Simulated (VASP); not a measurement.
# ReSb2 (P-3m1) in VASP: further runs

Runs on ReSb2. Level: PBE. Tasks: relaxation of shape and atoms at fixed volume.

Program: VASP 6.6.1. These are calculated values, not measurements. Logs are shortened: lines on timing, memory, paths and dates and some standing lists are left out, and cuts for length are marked.

## (1) The cell of the first run

It takes space group P-3m1 (No. 164, trigonal). Conventional cell: a = 3.305 Å, b = 3.305 Å, c = 8.920 Å, α = 90.00°, β = 90.00°, γ = 120.00°. Re (site symmetry -3m) has 6 Sb at 2.78 Å and 6 Re at 3.30 Å within 3.7 Å. Sb (site symmetry 3m) has 3 Re at 2.78 Å and 6 Sb at 3.30 Å within 3.7 Å.

## (2) Relaxation of shape and atoms at fixed volume, PBE (28.13 Å³/atom)

INCAR reads:

```
SYSTEM = ReSb2
ALGO = Normal
EDIFF = 1E-7
EDIFFG = -0.01
ENCUT = 600
GGA = PE
IBRION = 2
ISIF = 4
ISMEAR = 0
LASPH = .TRUE.
LCHARG = .FALSE.
LREAL = .FALSE.
LWAVE = .FALSE.
NELM = 60
NSW = 60
PREC = Accurate
SIGMA = 0.05
```

KPOINTS reads:

```
k-points
0
G
  12 12 4
  0 0 0
```

POSCAR reads:

```
ReSb2
1.0
    3.3049504407      0.0000000000      0.0000000000
   -1.6524752204      2.8621710399      0.0000000000
    0.0000000000      0.0000000000      8.9202461539
Re Sb
1 2
Direct
    0.0000000000      0.0000000000      0.0000000000
    0.3333333333      0.6666666667      0.2259825454
    0.6666666667      0.3333333333      0.7740174546
```

Potentials or basis: VASP PAW PBE potentials, release 64 (Re, Sb).

On the command line:

```bash
> cat potpaw_PBE.64/Re/POTCAR potpaw_PBE.64/Sb/POTCAR > POTCAR
> mpirun -np 1 vasp_std > vasp.out
```

OUTCAR:

```text
SYSTEM = ReSb2
   EDIFF = 1E-7
   EDIFFG = -0.01
   ENCUT = 600
   GGA = PE
   IBRION = 2
   ISIF = 4
   ISMEAR = 0
   LASPH = .TRUE.
   LREAL = .FALSE.
   NELM = 60
   NSW = 60
   PREC = Accurate

 ion  position               nearest neighbor table
   1  0.000  0.000  0.000-   2 2.78   3 2.78   3 2.78   2 2.78   3 2.78   2 2.78
   2  0.333  0.667  0.226-   1 2.78   1 2.78   1 2.78
   3  0.667  0.333  0.774-   1 2.78   1 2.78   1 2.78

  LATTYP: Found a hexagonal cell.
 ALAT       =     3.3049504407
 C/A-ratio  =     2.6990559507

  Lattice vectors:

 A1 = (   3.3049504407,   0.0000000000,   0.0000000000)
 A2 = (  -1.6524752204,   2.8621710399,   0.0000000000)
 A3 = (   0.0000000000,   0.0000000000,   8.9202461539)

Analysis of symmetry for initial positions (statically):
=====================================================================
 Subroutine PRICEL returns:
 Original cell was already a primitive cell.

 Routine SETGRP: Setting up the symmetry group for a
 hexagonal supercell.

 Subroutine GETGRP returns: Found 12 space group operations
 (whereof 12 operations were pure point group operations)
 out of a pool of 24 trial point group operations.

The static configuration has the point symmetry D_3d.

Analysis of symmetry for dynamics (positions and initial velocities):
=====================================================================
 Subroutine PRICEL returns:
 Original cell was already a primitive cell.

 Routine SETGRP: Setting up the symmetry group for a
 hexagonal supercell.

 Subroutine GETGRP returns: Found 12 space group operations
 (whereof 12 operations were pure point group operations)
 out of a pool of 24 trial point group operations.

The dynamic configuration has the point symmetry D_3d.

 Subroutine INISYM returns: Found 12 space group operations
 (whereof 12 operations are pure point group operations),
 and found     1 'primitive' translations

----------------------------------------------------------------------------------------

                                     Primitive cell

  volume of cell :      84.3796

  direct lattice vectors                    reciprocal lattice vectors
     3.304950441  0.000000000  0.000000000     0.302576398  0.174692565  0.000000000
    -1.652475220  2.862171040  0.000000000     0.000000000  0.349385130  0.000000000
     0.000000000  0.000000000  8.920246154     0.000000000  0.000000000  0.112104530

  length of vectors
     3.304950441  3.304950441  8.920246154     0.349385130  0.349385130  0.112104530

  position of ions in fractional coordinates (direct lattice)
     0.000000000  0.000000000  0.000000000
     0.333333333  0.666666667  0.225982545
     0.666666667  0.333333333  0.774017455

  ion indices of the primitive-cell ions
   primitive index   ion index
                 1           1
                 2           2
                 3           3

----------------------------------------------------------------------------------------

 KPOINTS: k-points

Automatic generation of k-mesh.
 Grid dimensions read from file:
 generate k-points for:   12   12    4

 Generating k-lattice:

  Cartesian coordinates                     Fractional coordinates (reciprocal lattice)
     0.025214700  0.014557714  0.000000000     0.083333333  0.000000000  0.000000000
     0.000000000  0.029115427  0.000000000     0.000000000  0.083333333  0.000000000
     0.000000000  0.000000000  0.028026132     0.000000000  0.000000000  0.250000000

  Length of vectors
     0.029115427  0.029115427  0.028026132

  Shift w.r.t. Gamma in fractional coordinates (k-lattice)
     0.000000000  0.000000000  0.000000000

 Subroutine IBZKPT returns following result:
 ===========================================

 Found     69 irreducible k-points:

 Following reciprocal coordinates:
            Coordinates               Weight
  0.000000  0.000000  0.000000      1.000000
  0.083333 -0.000000  0.000000      6.000000
  0.166667 -0.000000  0.000000      6.000000
  0.250000 -0.000000  0.000000      6.000000
  0.333333 -0.000000  0.000000      6.000000
  0.416667 -0.000000  0.000000      6.000000
[... 16 lines left out ...]
  0.166667 -0.000000  0.250000      6.000000
  0.000000  0.166667  0.250000      6.000000
 [... further k-points ...]
   k-points           NKPTS =     69   k-points in BZ     NKDIM =     69   number of bands    NBANDS=     12
   number of dos      NEDOS =    301   number of ions     NIONS =      3
   total plane-waves  NPLWV =  56448
   dimension x,y,z NGX =    28 NGY =   28 NGZ =   72
   dimension x,y,z NGXF=    56 NGYF=   56 NGZF=  144
   ions per type =               1   2
   NGX,Y,Z   is equivalent  to a cutoff of  14.08, 14.08, 13.42 a.u.
   NGXF,Y,Z  is equivalent  to a cutoff of  28.17, 28.17, 26.84 a.u.
 SYSTEM =  ReSb2
   PREC   = accura    normal or accurate (medium, high low for compatibility)
   ISTART =      0    job   : 0-new  1-cont  2-samecut
   ICHARG =      2    charge: 1-file 2-atom 10-const
   ISPIN  =      1    spin polarized calculation?
   LNONCOLLINEAR =      F non collinear calculations
   LSORBIT =      F    spin-orbit coupling
   LASPH  =      T    aspherical Exc in radial PAW
   ENCUT  =  600.0 eV  44.10 Ry    6.64 a.u.   6.60  6.60 17.82*2*pi/ulx,y,z
   NELM   =     60;   NELMIN=  2; NELMDL= -5     # of ELM steps
   EDIFF  = 0.1E-06   stopping-criterion for ELM
   LREAL  =      F    real-space projection
   EDIFFG = -.1E-01   stopping-criterion for IOM
   NSW    =     60    number of steps for IOM
   IBRION =      2    ionic relax: 0-MD 1-quasi-New 2-CG
   NFREE  =      1    steps in history (QN), initial steepest desc. (CG)
   ISIF   =      4    stress and relaxation
   ISYM   =      2    0-nonsym 1-usesym 2-fastsym
   POTIM  = 0.5000    time-step for ionic-motion
   TEBEG  =    0.0;   TEEND  =   0.0 temperature during run
   PSTRESS=    0.0 pullay stress
   NELECT =      17.0000    total number of electrons
   NUPDOWN=      -1.0000    fix difference up-down
   EMIN   =  10.00;   EMAX   =-10.00  energy-range for DOS
   EFERMI =   0.00;   METHOD = LEGACY
   ISMEAR =     0;   SIGMA  =   0.05  broadening in eV -4-tet -1-fermi 0-gaus
   EFERMI_NEDOS =   21; number of points for ismear=-14 and -15
   IALGO  =     38    algorithm
   IMIX   =      4    mixing-type and parameters
     AMIX     =   0.40;   BMIX     =  1.00
     AMIX_MAG =   1.60;   BMIX_MAG =  1.00
  volume/ion in A,a.u.               =      28.13       189.81
  Fermi-wavevector in a.u.,A,eV,Ry     =   0.959722  1.813611 12.531862  0.921066
  Thomas-Fermi vector in A             =   2.088943
   LORBIT       =      0    0 simple, 1 ext, 2 COOP (PROOUT), +10 PAW based schemes
   GGA     = PE    functional components
   LHFCALC =     F    Hartree Fock is set to
   AEXX    =    0.0000 exact exchange contribution
   IVDW    =     0    specifies the selected vdW correction
   LEPSILON=     F    determine dielectric tensor
   LRPA    =     F    only Hartree local field effects (RPA)
 conjugate gradient relaxation of ions
 non-spin polarized calculation
 Gauss-broadening in eV      SIGMA  =   0.05
  energy-cutoff  :      600.00
  volume of cell :       84.38
 maximum number of plane-waves:      2892
 NGX is ok and might be reduce to    28
   NGX = 13   NGY = 13   NGZ = 35

--------------------------------------- Ionic step        1  -------------------------------------------

 number of electron      17.0000000 magnetization

 Free energy of the ion-electron system (eV)
  ---------------------------------------------------
  ext. energy  EPLUGINS =         0.00000000
  ---------------------------------------------------
  free energy    TOTEN  =       -19.59888947 eV

  energy without entropy =      -19.59798639  energy(sigma->0) =      -19.59843793

------------------------ aborting loop because EDIFF is reached ----------------------------------------

  FORCE on cell =-STRESS in cart. coord.  units (eV):
  Direction    XX          YY          ZZ          XY          YZ          ZX
  --------------------------------------------------------------------------------------
  -------------------------------------------------------------------------------------
  Total       -0.9555780     -0.9555780     -1.1196644      0.0000000      0.0000000      0.0000000
  in kB      -18.1442639    -18.1442639    -21.2598927      0.0000000      0.0000000      0.0000000
  external PRESSURE =     -19.1828069 kB  Pullay stress =       0.0000000 kB
[... 133 lines left out ...]
  energy  without entropy=      -19.6037653280  energy(sigma->0) =      -19.60499124

--------------------------------------- Ionic step        5  -------------------------------------------

 number of electron      17.0000001 magnetization

 Free energy of the ion-electron system (eV)
  ---------------------------------------------------
  ext. energy  EPLUGINS =         0.00000000
  ---------------------------------------------------
  free energy    TOTEN  =       -19.60905137 eV

  energy without entropy =      -19.60820177  energy(sigma->0) =      -19.60862657

 E-fermi :   5.8105     XC(G=0):  -9.4495

 val. band max:        5.7799555895   @ k =   0.3333   0.2500   0.0000
 cond. band min:       5.9135725757   @ k =   0.3333  -0.0000   0.0000
 fundamental gap:      0.1336169862
 Fermi energy:         5.8104880845

 k-point     1 :       0.0000    0.0000    0.0000
  band No.  band energies     occupation
      1      -6.6477      2.00000
      2      -5.5742      2.00000
      3      -0.2330      2.00000
      4       3.6622      2.00000
      5       3.7596      2.00000
      6       4.0052      2.00000
      7       4.0052      2.00000
      8       5.3066      2.00000
      9       5.3066      2.00000
     10       9.3381      0.00000
     11      10.8671      0.00000
     12      10.8671      0.00000
[... 331 lines left out ...]
 k-point    24 :       0.0000    0.1667    0.2500
  band No.  band energies     occupation
      1      -6.0869      2.00000
      2      -5.1652      2.00000
      3       0.4538      2.00000
      4       2.7493      2.00000
      5       3.8200      2.00000
      6       4.0908      2.00000
      7       4.3669      2.00000
      8       5.0842      2.00000
      9       5.3674      2.00000
     10       8.2326      0.00000
     11       9.4841      0.00000
     12      10.1197      0.00000

 [... further k-points ...]

------------------------ aborting loop because EDIFF is reached ----------------------------------------

  FORCE on cell =-STRESS in cart. coord.  units (eV):
  Direction    XX          YY          ZZ          XY          YZ          ZX
  --------------------------------------------------------------------------------------
  -------------------------------------------------------------------------------------
  Total       -0.0446169     -0.0446169     -0.0572781      0.0000000      0.0000000      0.0000000
  in kB       -0.8471747     -0.8471747     -1.0875810      0.0000000      0.0000000      0.0000000
  external PRESSURE =      -0.9273101 kB  Pullay stress =       0.0000000 kB
[... 18 lines left out ...]
  FREE ENERGIE OF THE ION-ELECTRON SYSTEM (eV)
  ---------------------------------------------------
  free  energy   TOTEN  =       -19.6090513671 eV

  energy  without entropy=      -19.6082017749  energy(sigma->0) =      -19.60862657

 reached required accuracy - stopping structural energy minimisation
```

It took 7.1 min on 1 thread of Intel Xeon Platinum 8259CL at 2.50GHz (Skylake/Cascade Lake), shared host; peak memory 0.3 GiB.

What came out:

```yaml
Free_energy: -19.6091 eV
Energy_gained_by_relaxing: 3.4 meV/atom
Ionic_steps: 5
Pressure_after_relaxing: -0.1 GPa
Largest_force_after_relaxing: 0.008 eV/Å
Band_gap_on_the_k_mesh: zero (an odd number of electrons rules out a gap without spin polarisation)
```

Forces on the atoms (eV/Å):
```
Re   0.000  0.000  0.000
Sb   0.000  0.000 -0.008
Sb   0.000  0.000  0.008
```

The path:
```
step  energy change (eV)  largest force (eV/Å)  pressure (GPa)  volume (Å³)
   1              0.0000                0.2735           -1.92        84.38
   2             -0.0049                0.1101           -1.19        84.38
   3             -0.0056                0.0238           -0.72        84.38
   4             -0.0073                0.0068           -0.57        84.38
   5             -0.0102                0.0080           -0.09        84.38
```

Final structure:
```
Re Sb
1.0
     3.28257    0.00000    0.00000
    -1.64129    2.84279    0.00000
     0.00000    0.00000    9.04229
Re Sb
1 2
Direct
  0.00000 0.00000 0.00000
  0.33333 0.66667 0.22155
  0.66667 0.33333 0.77845
```

Levels at points of the mesh, in eV from the Fermi level:
| k point | band 6 | band 7 | band 8 | band 9 | band 10 | band 11 | band 12 |
| --- | --- | --- | --- | --- | --- | --- | --- |
| (0.00, 0.00, 0.00) | -1.81 | -1.81 | -0.50 | -0.50 | 3.53 | 5.06 | 5.06 |
| (0.50, 0.00, 0.00) | -1.90 | -1.83 | -1.26 | 0.97 | 1.25 | 1.74 | 2.98 |
| (0.00, 0.00, 0.50) | -1.81 | -1.75 | -0.50 | -0.50 | 4.76 | 5.05 | 5.05 |
| (0.50, 0.00, 0.50) | -1.94 | -1.91 | -1.09 | 1.10 | 1.25 | 1.76 | 3.13 |

Caveat: spin-orbit coupling is left out, which moves the levels of the heavy elements; an odd number of electrons without spin polarisation forces a metal; a magnetic or distorted state may lie lower.

## (3) Relaxation of shape and atoms at fixed volume, PBE (28.68 Å³/atom)

This run uses another cell than the first one, of 28.68 Å³/atom.

INCAR reads:

```
SYSTEM = ReSb2
  PREC = Accurate
  ENCUT = 600
  EDIFF = 1E-6
  ISMEAR = 0
  SIGMA = 0.05
  LREAL = .False.
  LASPH = .True.
  NELM = 80
  ALGO = Normal
  ISIF = 4
  LWAVE = .False.
  LCHARG = .False.
  GGA = PE
  IBRION = 2
  NSW = 60
  EDIFFG = -0.01
```

KPOINTS reads:

```
regular mesh
0
Gamma
  12 12 4
  0 0 0
```

POSCAR reads:

```
ReSb2
1.0
    3.3052888970      0.0000000000      0.0000000000
   -1.6526444485      2.8624641516      0.0000000000
    0.0000000000      0.0000000000      9.0932903786
Re Sb
1 2
Direct
    0.0000000000      0.0000000000      0.0000000000
    0.3333333333      0.6666666667      0.2216225995
    0.6666666667      0.3333333333      0.7783774005
```

Potentials or basis: VASP PAW PBE potentials, release 64 (Re, Sb).

On the command line:

```bash
> cat potpaw_PBE.64/Re/POTCAR potpaw_PBE.64/Sb/POTCAR > POTCAR
> mpirun -np 1 vasp_std > vasp.out
```

OUTCAR:

```text
SYSTEM = ReSb2
   PREC = Accurate
   ENCUT = 600
   EDIFF = 1E-6
   ISMEAR = 0
   LREAL = .False.
   LASPH = .True.
   NELM = 80
   ISIF = 4
   GGA = PE
   IBRION = 2
   NSW = 60
   EDIFFG = -0.01

 ion  position               nearest neighbor table
   1  0.000  0.000  0.000-   2 2.78   3 2.78   2 2.78   3 2.78   3 2.78   2 2.78
   2  0.333  0.667  0.222-   1 2.78   1 2.78   1 2.78
   3  0.667  0.333  0.778-   1 2.78   1 2.78   1 2.78

  LATTYP: Found a hexagonal cell.
 ALAT       =     3.3052888970
 C/A-ratio  =     2.7511333085

  Lattice vectors:

 A1 = (   3.3052888970,   0.0000000000,   0.0000000000)
 A2 = (  -1.6526444485,   2.8624641516,   0.0000000000)
 A3 = (   0.0000000000,   0.0000000000,   9.0932903786)

Analysis of symmetry for initial positions (statically):
[... 388 lines left out ...]
      6       3.8046      2.00000
      7       3.8046      2.00000
      8       5.1070      2.00000
      9       5.1070      2.00000
     10       9.0768      0.00000
     11      10.6710      0.00000
     12      10.6710      0.00000
[... 331 lines left out ...]
 k-point    24 :       0.0000    0.1667    0.2500
  band No.  band energies     occupation
      1      -6.2888      2.00000
      2      -5.3659      2.00000
      3       0.2559      2.00000
      4       2.5489      2.00000
      5       3.6286      2.00000
      6       3.8870      2.00000
      7       4.1666      2.00000
      8       4.8844      2.00000
      9       5.1601      2.00000
     10       8.0374      0.00000
     11       9.2795      0.00000
     12       9.9221      0.00000

 [... further k-points ...]

------------------------ aborting loop because EDIFF is reached ----------------------------------------

  FORCE on cell =-STRESS in cart. coord.  units (eV):
  Direction    XX          YY          ZZ          XY          YZ          ZX
  --------------------------------------------------------------------------------------
  -------------------------------------------------------------------------------------
  Total       -0.0194623     -0.0194623     -0.0201477      0.0000000      0.0000000      0.0000000
  in kB       -0.3624383     -0.3624383     -0.3752020      0.0000000      0.0000000      0.0000000
  external PRESSURE =      -0.3666929 kB  Pullay stress =       0.0000000 kB
[... 18 lines left out ...]
  FREE ENERGIE OF THE ION-ELECTRON SYSTEM (eV)
  ---------------------------------------------------
  free  energy   TOTEN  =       -19.6085876811 eV

  energy  without entropy=      -19.6076945243  energy(sigma->0) =      -19.60814110

 reached required accuracy - stopping structural energy minimisation
```

OSZICAR:

```text
N       E                     dE             d eps       ncg     rms          rms(c)
DAV:   1     0.732203980218E+02    0.73220E+02   -0.69704E+03  2716   0.134E+03
DAV:   2    -0.141172110788E+02   -0.87338E+02   -0.81792E+02  2728   0.231E+02
DAV:   3    -0.199634163133E+02   -0.58462E+01   -0.55238E+01  2752   0.696E+01
[... 73 lines left out ...]
DAV:   4    -0.196085692105E+02   -0.58673E-06   -0.23462E-06  1216   0.478E-02
   9 F= -.19608569E+02 E0= -.19608119E+02  d E =-.510425E-05
       N       E                     dE             d eps       ncg     rms          rms(c)
DAV:   1    -0.196085863266E+02   -0.17703E-04   -0.63243E-04  2016   0.203E-01    0.223E-02
DAV:   2    -0.196085885185E+02   -0.21919E-05   -0.55146E-05  2556   0.576E-02    0.146E-02
DAV:   3    -0.196085876811E+02    0.83740E-06   -0.21183E-06  1276   0.438E-02
  10 F= -.19608588E+02 E0= -.19608141E+02  d E =-.235748E-04
```

Run time: 9.8 min. Hardware: 1 thread of Intel Xeon Platinum 8259CL at 2.50GHz (Skylake/Cascade Lake), shared host; peak memory 0.31 GiB.

Results:

```
Free energy               : -19.6086 eV
Energy gained by relaxing : 3.3 meV/atom
Ionic steps               : 10
Pressure after relaxing   : 0.0 GPa
Band gap on the k mesh    : zero (an odd number of electrons rules out a gap without spin polarisation)
```

Forces on the atoms (eV/Å):
```
Re   0.000  0.000  0.000
Sb   0.000  0.000  0.003
Sb   0.000  0.000 -0.003
```

The path:
```tsv
step	energy change (eV)	largest force (eV/Å)	pressure (GPa)	volume (Å³)
1	0.0000	0.2675	-1.89	86.03
2	-0.0046	0.1070	-1.20	86.03
3	-0.0054	0.0260	-0.76	86.03
4	-0.0072	0.0080	-0.59	86.03
5	-0.0099	0.0176	-0.09	86.03
6	-0.0100	0.0127	-0.16	86.03
7	-0.0100	0.0141	-0.12	86.03
8	-0.0100	0.0160	-0.11	86.03
9	-0.0100	0.0180	0.01	86.03
10	-0.0100	0.0028	-0.04	86.03
```

Final structure:
```
CELL_PARAMETERS angstrom
3.28202 0.00000 0.00000
-1.64101 2.84231 0.00000
0.00000 0.00000 9.22271
ATOMIC_POSITIONS crystal
Re 0.00000 0.00000 0.00000
Sb 0.33333 0.66667 0.21716
Sb 0.66667 0.33333 0.78284
```

Levels at points of the mesh, in eV from the Fermi level:
| k point | band 6 | band 7 | band 8 | band 9 | band 10 | band 11 | band 12 |
| --- | --- | --- | --- | --- | --- | --- | --- |
| (0.00, 0.00, 0.00) | -1.80 | -1.80 | -0.50 | -0.50 | 3.47 | 5.06 | 5.06 |
| (0.50, 0.00, 0.00) | -1.90 | -1.84 | -1.24 | 0.99 | 1.25 | 1.75 | 3.00 |
| (0.00, 0.00, 0.50) | -1.80 | -1.77 | -0.50 | -0.50 | 4.60 | 5.06 | 5.06 |
| (0.50, 0.00, 0.50) | -1.92 | -1.90 | -1.10 | 1.09 | 1.25 | 1.76 | 3.13 |

Caveat: spin-orbit coupling is left out, which moves the levels of the heavy elements; an odd number of electrons without spin polarisation forces a metal; a magnetic or distorted state may lie lower.

(Continued in part 2 of 2.)

The gap in the log of VASP goes by the Fermi energy; the results here count the filled bands.